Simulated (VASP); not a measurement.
# Si2C (P4/mmm) in VASP: notebook

Runs on Si2C. Level: PBE. Tasks: single point, relaxation of cell and atoms.

Program: VASP 6.6.1. These are calculated values, not measurements. Logs are shortened: lines on timing, memory, paths and dates and some standing lists are left out, and cuts for length are marked.

## Step 1: The cell of the first run

The structure is tetragonal, space group P4/mmm (No. 123). The conventional cell has a = 2.720 Å, b = 2.720 Å, c = 4.813 Å, α = 90.00°, β = 90.00°, γ = 90.00°. Within 3.0 Å of Si (site symmetry 4mm) lie 4 C at 2.25 Å and 6 Si at 2.33 to 2.72 Å. C (site symmetry 4/mmm) has 8 Si at 2.25 Å and 4 C at 2.72 Å within 3.0 Å.

## Step 2: Single point, PBE

Input file INCAR:

```
SYSTEM = Si2C
PREC = Accurate ; ENCUT = 520
EDIFF = 1E-6 ; ISMEAR = 0
SIGMA = 0.1 ; LREAL = .False.
LASPH = .True. ; NELM = 100
ALGO = Normal ; ISIF = 2
LWAVE = .False. ; LCHARG = .False.
GGA = PE ; NBANDS = 13
```

Input file KPOINTS:

```
Automatic mesh
0
Gamma
  16 16 10
  0 0 0
```

Input file POSCAR:

```
Si2C
1.0
    2.7201394282      0.0000000000      0.0000000000
    0.0000000000      2.7201394282      0.0000000000
    0.0000000000      0.0000000000      4.8126843637
Si C
2 1
Direct
    0.5000000000      0.5000000000      0.2419511252
    0.5000000000      0.5000000000      0.7580488748
    0.0000000000      0.0000000000      0.0000000000
```

Potentials or basis: VASP PAW PBE potentials, release 64 (Si, C).

The run is started by

```sh
$ cat potpaw_PBE.64/Si/POTCAR potpaw_PBE.64/C/POTCAR > POTCAR
$ mpirun -np 1 vasp_std > vasp.out
```

OUTCAR:

```text
SYSTEM = Si2C
   PREC = Accurate
   ENCUT = 520
   EDIFF = 1E-6
   ISMEAR = 0
   LREAL = .False.
   LASPH = .True.
   NELM = 100
   ISIF = 2
   GGA = PE

 ion  position               nearest neighbor table
   1  0.500  0.500  0.242-   3 2.25   3 2.25   3 2.25   3 2.25   2 2.33   2 2.48
   2  0.500  0.500  0.758-   3 2.25   3 2.25   3 2.25   3 2.25   1 2.33   1 2.48
   3  0.000  0.000  0.000-   1 2.25   2 2.25   1 2.25   2 2.25   1 2.25   2 2.25   1 2.25   2 2.25

  LATTYP: Found a simple tetragonal cell.
 ALAT       =     2.7201394282
 C/A-ratio  =     1.7692785575

  Lattice vectors:

 A1 = (   2.7201394282,   0.0000000000,   0.0000000000)
 A2 = (   0.0000000000,   2.7201394282,   0.0000000000)
 A3 = (   0.0000000000,   0.0000000000,   4.8126843637)

Analysis of symmetry for initial positions (statically):
=====================================================================
 Subroutine PRICEL returns:
 Original cell was already a primitive cell.

 Routine SETGRP: Setting up the symmetry group for a
 simple tetragonal supercell.

 Subroutine GETGRP returns: Found 16 space group operations
 (whereof 16 operations were pure point group operations)
 out of a pool of 16 trial point group operations.

The static configuration has the point symmetry D_4h.

Analysis of symmetry for dynamics (positions and initial velocities):
=====================================================================
 Subroutine PRICEL returns:
 Original cell was already a primitive cell.

 Routine SETGRP: Setting up the symmetry group for a
 simple tetragonal supercell.

 Subroutine GETGRP returns: Found 16 space group operations
 (whereof 16 operations were pure point group operations)
 out of a pool of 16 trial point group operations.

The dynamic configuration has the point symmetry D_4h.

 Subroutine INISYM returns: Found 16 space group operations
 (whereof 16 operations are pure point group operations),
 and found     1 'primitive' translations

----------------------------------------------------------------------------------------

                                     Primitive cell

  volume of cell :      35.6098

  direct lattice vectors                    reciprocal lattice vectors
     2.720139428  0.000000000  0.000000000     0.367628214  0.000000000  0.000000000
     0.000000000  2.720139428  0.000000000     0.000000000  0.367628214  0.000000000
     0.000000000  0.000000000  4.812684364     0.000000000  0.000000000  0.207784248

  length of vectors
     2.720139428  2.720139428  4.812684364     0.367628214  0.367628214  0.207784248

  position of ions in fractional coordinates (direct lattice)
     0.500000000  0.500000000  0.241951125
     0.500000000  0.500000000  0.758048875
     0.000000000  0.000000000  0.000000000

  ion indices of the primitive-cell ions
   primitive index   ion index
                 1           1
                 2           2
                 3           3

----------------------------------------------------------------------------------------

 KPOINTS: Automatic mesh

Automatic generation of k-mesh.
 Grid dimensions read from file:
 generate k-points for:   16   16   10

 Generating k-lattice:

  Cartesian coordinates                     Fractional coordinates (reciprocal lattice)
     0.022976763  0.000000000  0.000000000     0.062500000  0.000000000  0.000000000
     0.000000000  0.022976763  0.000000000     0.000000000  0.062500000  0.000000000
     0.000000000  0.000000000  0.020778425     0.000000000  0.000000000  0.100000000

  Length of vectors
     0.022976763  0.022976763  0.020778425

  Shift w.r.t. Gamma in fractional coordinates (k-lattice)
     0.000000000  0.000000000  0.000000000

 Subroutine IBZKPT returns following result:
 ===========================================

 Found    270 irreducible k-points:

 Following reciprocal coordinates:
            Coordinates               Weight
  0.000000  0.000000  0.000000      1.000000
  0.062500  0.000000  0.000000      4.000000
  0.125000  0.000000  0.000000      4.000000
  0.187500  0.000000  0.000000      4.000000
  0.250000  0.000000  0.000000      4.000000
  0.312500  0.000000  0.000000      4.000000
[... 16 lines left out ...]
  0.437500  0.125000  0.000000      8.000000
  0.500000  0.125000  0.000000      4.000000
 [... further k-points ...]
   k-points           NKPTS =    270   k-points in BZ     NKDIM =    270   number of bands    NBANDS=     13
   number of dos      NEDOS =    301   number of ions     NIONS =      3
   total plane-waves  NPLWV =  14400
   dimension x,y,z NGX =    20 NGY =   20 NGZ =   36
   dimension x,y,z NGXF=    40 NGYF=   40 NGZF=   72
   ions per type =               2   1
   NGX,Y,Z   is equivalent  to a cutoff of  12.22, 12.22, 12.44 a.u.
   NGXF,Y,Z  is equivalent  to a cutoff of  24.45, 24.45, 24.87 a.u.
 SYSTEM =  Si2C
   PREC   = accura    normal or accurate (medium, high low for compatibility)
   ISTART =      0    job   : 0-new  1-cont  2-samecut
   ICHARG =      2    charge: 1-file 2-atom 10-const
   ISPIN  =      1    spin polarized calculation?
   LNONCOLLINEAR =      F non collinear calculations
   LSORBIT =      F    spin-orbit coupling
   LASPH  =      T    aspherical Exc in radial PAW
   ENCUT  =  520.0 eV  38.22 Ry    6.18 a.u.   5.06  5.06  8.95*2*pi/ulx,y,z
   NELM   =    100;   NELMIN=  2; NELMDL= -5     # of ELM steps
   EDIFF  = 0.1E-05   stopping-criterion for ELM
   LREAL  =      F    real-space projection
   EDIFFG = 0.1E-04   stopping-criterion for IOM
   NSW    =      0    number of steps for IOM
   IBRION =     -1    ionic relax: 0-MD 1-quasi-New 2-CG
   NFREE  =      0    steps in history (QN), initial steepest desc. (CG)
   ISIF   =      2    stress and relaxation
   ISYM   =      2    0-nonsym 1-usesym 2-fastsym
   POTIM  = 0.5000    time-step for ionic-motion
   TEBEG  =    0.0;   TEEND  =   0.0 temperature during run
   PSTRESS=    0.0 pullay stress
   NELECT =      12.0000    total number of electrons
   NUPDOWN=      -1.0000    fix difference up-down
   EMIN   =  10.00;   EMAX   =-10.00  energy-range for DOS
   EFERMI =   0.00;   METHOD = LEGACY
   ISMEAR =     0;   SIGMA  =   0.10  broadening in eV -4-tet -1-fermi 0-gaus
   EFERMI_NEDOS =   21; number of points for ismear=-14 and -15
   IALGO  =     38    algorithm
   IMIX   =      4    mixing-type and parameters
     AMIX     =   0.40;   BMIX     =  1.00
     AMIX_MAG =   1.60;   BMIX_MAG =  1.00
  volume/ion in A,a.u.               =      11.87        80.10
  Fermi-wavevector in a.u.,A,eV,Ry     =   1.139232  2.152835 17.658302  1.297849
  Thomas-Fermi vector in A             =   2.275935
   LORBIT       =      0    0 simple, 1 ext, 2 COOP (PROOUT), +10 PAW based schemes
   GGA     = PE    functional components
   LHFCALC =     F    Hartree Fock is set to
   AEXX    =    0.0000 exact exchange contribution
   IVDW    =     0    specifies the selected vdW correction
   LEPSILON=     F    determine dielectric tensor
   LRPA    =     F    only Hartree local field effects (RPA)
 non-spin polarized calculation
 Gauss-broadening in eV      SIGMA  =   0.10
  energy-cutoff  :      520.00
  volume of cell :       35.61
 maximum number of plane-waves:       980
   NGX = 11   NGY = 11   NGZ = 17

 number of electron      12.0000000 magnetization

 Free energy of the ion-electron system (eV)
  ---------------------------------------------------
  ext. energy  EPLUGINS =         0.00000000
  ---------------------------------------------------
  free energy    TOTEN  =       -16.10572428 eV

  energy without entropy =      -16.10106250  energy(sigma->0) =      -16.10339339

 E-fermi :   9.6104     XC(G=0): -11.3684

 val. band max:        9.5815280030   @ k =   0.3750   0.2500   0.1000
 cond. band min:       9.6109515971   @ k =   0.5000   0.3750   0.2000
 fundamental gap:      0.0294235941
 Fermi energy:         9.6103883145

 k-point     1 :       0.0000    0.0000    0.0000
  band No.  band energies     occupation
      1      -7.0305      2.00000
      2       0.0674      2.00000
      3       1.1557      2.00000
      4       8.2029      2.00000
      5       8.2029      2.00000
      6      11.3638      0.00000
      7      13.5054      0.00000
      8      14.4795      0.00000
      9      17.5718      0.00000
     10      17.7243      0.00000
     11      17.7243      0.00000
     12      17.8507      0.00000
     13      17.8507      0.00000

 k-point     2 :       0.0625    0.0000    0.0000
  band No.  band energies     occupation
      1      -6.9599      2.00000
      2       0.1409      2.00000
      3       1.2180      2.00000
      4       7.5014      2.00000
      5       8.2562      2.00000
      6      11.7800      0.00000
      7      13.3839      0.00000
      8      14.6458      0.00000
      9      16.7688      0.00000
     10      16.7945      0.00000
     11      17.7406      0.00000
     12      17.9109      0.00000
     13      18.3838      0.00000

 k-point     3 :       0.1250    0.0000    0.0000
  band No.  band energies     occupation
      1      -6.7480      2.00000
      2       0.3609      2.00000
      3       1.4002      2.00000
      4       6.1010      2.00000
      5       8.4140      2.00000
      6      12.3572      0.00000
      7      12.8424      0.00000
      8      14.4468      0.00000
      9      15.7432      0.00000
     10      16.6134      0.00000
     11      17.7700      0.00000
     12      18.0908      0.00000
     13      19.0329      0.00000
[... 305 lines left out ...]
 k-point    23 :       0.4375    0.1250    0.0000
  band No.  band energies     occupation
      1      -3.3940      2.00000
      2      -1.0420      2.00000
      3       3.7235      2.00000
      4       4.4492      2.00000
      5       6.5749      2.00000
      6       7.8122      2.00000
      7       9.0245      2.00000
      8      12.2680      0.00000
      9      15.3796      0.00000
     10      17.1944      0.00000
     11      18.8074      0.00000
     12      18.9245      0.00000
     13      20.6633      0.00000

 k-point    24 :       0.5000    0.1250    0.0000
  band No.  band energies     occupation
      1      -2.7296      2.00000
      2      -1.8246      2.00000
      3       4.2255      2.00000
      4       4.7433      2.00000
      5       5.9482      2.00000
      6       7.5135      2.00000
      7       9.1208      2.00000
      8      11.9850      0.00000
      9      15.5344      0.00000
     10      17.3342      0.00000
     11      18.7636      0.00000
     12      19.1120      0.00000
     13      20.5202      0.00000

 [... further k-points ...]

------------------------ aborting loop because EDIFF is reached ----------------------------------------

  FORCE on cell =-STRESS in cart. coord.  units (eV):
  Direction    XX          YY          ZZ          XY          YZ          ZX
  --------------------------------------------------------------------------------------
  -------------------------------------------------------------------------------------
  Total        0.0094600      0.0094600     -0.0169255      0.0000000      0.0000000     -0.0000000
  in kB        0.4256305      0.4256305     -0.7615202      0.0000000      0.0000000     -0.0000000
  external PRESSURE =       0.0299136 kB  Pullay stress =       0.0000000 kB

 VOLUME and BASIS-vectors are now :
 -----------------------------------------------------------------------------
  energy-cutoff  :      520.00
  volume of cell :       35.61
      direct lattice vectors                 reciprocal lattice vectors
     2.720139428  0.000000000  0.000000000     0.367628214  0.000000000  0.000000000
     0.000000000  2.720139428  0.000000000     0.000000000  0.367628214  0.000000000
     0.000000000  0.000000000  4.812684364     0.000000000  0.000000000  0.207784248

 POSITION                                       TOTAL-FORCE (eV/Angst)
 -----------------------------------------------------------------------------------
      1.36007      1.36007      1.16443        -0.000000     -0.000000     -0.004665
      1.36007      1.36007      3.64825         0.000000     -0.000000      0.004665
      0.00000      0.00000      0.00000        -0.000000      0.000000      0.000000
 -----------------------------------------------------------------------------------
    total drift:                                0.000000      0.000000     -0.000000

  FREE ENERGIE OF THE ION-ELECTRON SYSTEM (eV)
  ---------------------------------------------------
  free  energy   TOTEN  =       -16.1057242786 eV

  energy  without entropy=      -16.1010624981  energy(sigma->0) =      -16.10339339
```

Wall time 39 s (1 thread of Intel Xeon 6975P-C (Granite Rapids), shared host); peak memory 0.21 GiB.

Results:

```yaml
Free_energy: -16.1057 eV
Pressure: 0.0 GPa
Largest_force: 0.005 eV/Å
Band_gap_on_the_k_mesh: zero (band 6 reaches 12.84 eV, above the bottom of band 7 at 7.16 eV)
```

Forces in eV/Å, atoms in the order of the input:
```
Si   0.000  0.000 -0.005
Si   0.000  0.000  0.005
C    0.000  0.000  0.000
```

## Step 3: Relaxation of cell and atoms, PBE

Input file INCAR:

```
PREC = Accurate
ENCUT = 600
EDIFF = 1E-7
ISMEAR = 0
SIGMA = 0.1
LREAL = F
LASPH = T
NELM = 100
ALGO = Normal
ISIF = 3
LWAVE = F
LCHARG = F
GGA = PE
IBRION = 2
NSW = 100
EDIFFG = -0.01
```

Input file KPOINTS:

```
regular mesh
0
Gamma
  16 16 10
```

Input file POSCAR:

```
Si2C
1.0
    2.7299235867      0.0000000000      0.0000000000
    0.0000000000      2.7299235867      0.0000000000
    0.0000000000      0.0000000000      4.7744834674
Si C
2 1
Direct
    0.5000000000      0.5000000000      0.2414793155
    0.5000000000      0.5000000000      0.7585206845
    0.0000000000      0.0000000000      0.0000000000
```

Potentials or basis: VASP PAW PBE potentials, release 64 (Si, C).

The run is started by

```sh
$ cat potpaw_PBE.64/Si/POTCAR potpaw_PBE.64/C/POTCAR > POTCAR
$ mpirun -np 1 vasp_std > vasp.out
```

It took 2.2 min on 1 thread of Intel Xeon 6975P-C (Granite Rapids), shared host; peak memory 0.25 GiB.

The run converged. Its results:

```yaml
Free_energy: -16.1062 eV
Relaxed_volume: 11.86 Å³/atom
Relaxed_cell: a = 2.720 Å, b = 2.720 Å, c = 4.808 Å, α = 90.00°, β = 90.00°, γ = 90.00°
Space_group_after_relaxing_to_0.05_Å: P4/mmm (No. 123)
Energy_gained_by_relaxing: 1.2 meV/atom
Ionic_steps: 6
Pressure_after_relaxing: 0.1 GPa
Band_gap_on_the_k_mesh: zero (band 6 reaches 12.87 eV, above the bottom of band 7 at 7.17 eV)
```

Stress tensor (GPa, compression positive):
```
0.03 0.00 0.00
0.00 0.03 0.00
0.00 0.00 0.11
```

Step by step:
| step | energy change (eV) | largest force (eV/Å) | pressure (GPa) | volume (Å³) |
| --- | --- | --- | --- | --- |
| 1 | 0.0000 | 0.1821 | 0.14 | 35.58 |
| 2 | -0.0020 | 0.2009 | -0.49 | 35.63 |
| 3 | -0.0035 | 0.0548 | -0.25 | 35.61 |
| 4 | -0.0037 | 0.0133 | 0.15 | 35.53 |
| 5 | -0.0037 | 0.0166 | 0.12 | 35.54 |
| 6 | -0.0037 | 0.0019 | 0.06 | 35.57 |

Final structure:
```
Si C
1.0
     2.71992    0.00000    0.00000
     0.00000    2.71992    0.00000
     0.00000    0.00000    4.80810
Si C
2 1
Cartesian
  1.3600 1.3600 1.1639
  1.3600 1.3600 3.6442
  0.0000 2.7199 0.0000
```

Levels at points of the mesh, in eV from the Fermi level:
```tsv
k point	band 2	band 3	band 4	band 5	band 6	band 7	band 8	band 9	band 10
(0.00, 0.00, 0.00)	-9.54	-8.46	-1.41	-1.41	1.75	3.91	4.86	7.97	8.11
(0.50, 0.00, 0.00)	-11.74	-5.65	-5.13	-3.95	-2.11	0.58	5.94	6.33	6.78
(0.50, 0.50, 0.00)	-7.56	-7.56	-6.52	-2.27	-1.70	-0.12	-0.12	1.05	1.05
(0.00, 0.00, 0.50)	-12.06	-3.02	-1.65	-1.33	-1.33	1.91	5.62	6.02	6.02
(0.50, 0.00, 0.50)	-11.27	-7.89	-6.93	0.61	1.92	2.11	2.77	2.80	6.05
(0.50, 0.50, 0.50)	-7.32	-7.32	-5.73	-4.02	-2.74	-2.46	-2.46	5.79	5.79
```
